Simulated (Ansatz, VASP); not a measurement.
**Two plane-wave programs on Co**

Contents of INCAR:

```
PREC = Accurate
ENCUT = 600
EDIFF = 1E-6
ISMEAR = -1
SIGMA = 0.05
LREAL = False
LASPH = True
NELM = 200
ALGO = Normal
ISIF = 2
LWAVE = False
LCHARG = False
ISPIN = 2
MAGMOM = 0 3
LORBIT = 11
LMAXMIX = 4
LDAU = True
LDAUTYPE = 2
LDAUL = 2
LDAUU = 2.7
LDAUJ = 0
LDAUPRINT = 1
GGA = PE
NBANDS = 20
GGA_COMPAT = False
```

The input KPOINTS:

```
Automatic mesh
0
Gamma
  6 12 12
```

The input POSCAR:

```
Co
1.0
    0.0000000000      3.5890000000      3.5890000000
    1.7945000000      0.0000000000      1.7945000000
    1.7945000000      1.7945000000      0.0000000000
Co
2
Direct
    0.0000000000      0.0000000000      0.0000000000
    0.5000000000      0.0000000000      0.0000000000
```

Input for Ansatz:

```yaml
crystal:
  lattice:
    - [0.0, 3.589, 3.589]
    - [1.7945, 0.0, 1.7945]
    - [1.7945, 1.7945, 0.0]
  atoms:
    - { symbol: Co, position: [0.0, 0.0, 0.0] }
    - { symbol: Co, position: [0.5, 0.0, 0.0], spin: 3.0 }
magnetization:
  spin_polarized: true
hamiltonian:
  xc: pbe
  pseudopotentials: { kind: paw }
  hubbard: { sites: [{ species: Co, l: d, u_eff: 2.7 }] }
basis:
  ecutwfc: 420
kpoints:
  mp_grid: { grid: [6, 12, 12] }
scf:
  occupations: { method: fermi_dirac, width: 0.05 }
  lower_state_search: "off"
output:
  forces: true
  stress: true
```

Alike in both runs: task single point; functional PBE; k mesh 6 × 12 × 12; occupations fermi-dirac, width 0.05 eV; collinear spin; Hubbard terms Co d U = 2.7 eV.

|  | VASP | Ansatz |
| --- | --- | --- |
| version | VASP 6.6.1 | Ansatz 0.2.0 |
| potentials or method | VASP PAW PBE potentials, release 64 (Co), cutoff 600 eV | PAW, plane waves, scalar-relativistic |
| valence electrons in the cell | 18 | 34 |

```tsv
	VASP	Ansatz	Ansatz less VASP
pressure (GPa)	-5.9	-2.3	+3.61
net moment per atom (μB)	1.78	1.75	-0.023
size of the moment on the site where the two differ most (μB)	1.84	1.85	+0.004
```

Site moments also hang on the region over which each program counts them. The programs project onto different local orbitals, so the same U acts differently, and such runs can settle in different states. VASP's potentials hold 18 valence electrons a cell and Ansatz's 34, so a difference there can come from the potentials and not from the codes. Ansatz's warnings: filled band counts differ across k points.
